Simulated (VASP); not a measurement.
Input of a VASP 6.6.1 run:

The input INCAR:

```
  PREC = Accurate
  ENCUT = 520
  EDIFF = 1E-6
  ISMEAR = 0
  SIGMA = 0.2
  LREAL = F
  LASPH = T
  NELM = 60
  ALGO = Normal
  ISIF = 2
  LWAVE = F
  LCHARG = F
  GGA = PE
  NBANDS = 42
```

KPOINTS

```
regular mesh
0
Gamma
  5 5 2
```

POSCAR

```
Cd4Se3
1.0
    4.0909691157      0.0000000000      0.0000000000
   -2.0454845578      3.5428831803      0.0000000000
    0.0000000000      0.0000000000     12.4151201934
Cd Se
4 3
Direct
    0.0000000000      0.0000000000      0.3904466404
    0.0000000000      0.0000000000      0.6095533596
    0.6666666667      0.3333333333      0.8689475016
    0.3333333333      0.6666666667      0.1310524984
    0.6666666667      0.3333333333      0.2639179607
    0.3333333333      0.6666666667      0.7360820393
    0.0000000000      0.0000000000      0.0000000000
```

Potentials or basis: VASP PAW PBE potentials, release 64 (Cd, Se).

The run is started by

```bash
$ cat potpaw_PBE.64/Cd/POTCAR potpaw_PBE.64/Se/POTCAR > POTCAR
$ mpirun -np 1 vasp_std > vasp.out
```

(1) What does it give for the pressure?

(2) Predict the largest force.

(3) Predict the band gap on the k mesh.

Answers

(1) 0.5 GPa.

(2) 0.066 eV/Å.

(3) 0.11 eV (least direct gap 0.21 eV).

Caveat: the smearing spreads over this small gap; semilocal functionals underestimate gaps, and a narrow one can read as zero.
